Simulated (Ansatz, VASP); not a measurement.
BaZrO3, level by level in two programs

```
Ba Zr O
1.0
     4.19134    0.00000    0.00000
     0.00000    4.19134    0.00000
     0.00000    0.00000    4.19134
Ba Zr O
1 1 3
Direct
  0.00000 0.00000 0.00000
  0.50000 0.50000 0.50000
  0.50000 0.50000 0.00000
  0.50000 0.00000 0.50000
  0.00000 0.50000 0.50000
```

Single points on this cell with VASP 6.6.1 and Ansatz 0.2.0. Each row is one pair of runs. Alike in all rows: spin: off; k mesh: 6 × 6 × 6.

```tsv
level	smearing	VASP's potentials, cutoff	Ansatz's potentials, cutoff	gap on the k mesh at the Fermi level (eV), VASP	gap on the k mesh at the Fermi level (eV), Ansatz	least direct gap on the mesh (eV), VASP	least direct gap on the mesh (eV), Ansatz	pressure (GPa), VASP	pressure (GPa), Ansatz
PBE	gaussian, width 0.015 eV	VASP PAW PBE potentials, release 64 (Ba_sv, Zr_sv, O), 520 eV	Ansatz PAW, 420 eV	3.19	3.24	3.41	3.44	5.1	4.0
LDA	fermi-dirac, width 0.05 eV	VASP PAW LDA potentials, release 64 (Ba_sv, Zr_sv, O), 520 eV	Ansatz PAW, 420 eV	3.07	3.13	3.29	3.32	-3.8	-5.2
r2SCAN	fermi-dirac, width 0.05 eV	VASP PAW PBE potentials, release 64 (Ba_sv, Zr_sv, O), 520 eV	Ansatz PAW, 500 eV	3.70	3.76	3.95	3.97	2.7	1.6
```

Gap on the k mesh at the fermi level (eV): the two programs differ by at most 0.061; least direct gap on the mesh (eV): the two programs differ by at most 0.035; pressure (GPa): the two programs differ by at most 1.35.

Spin-orbit coupling is off throughout.
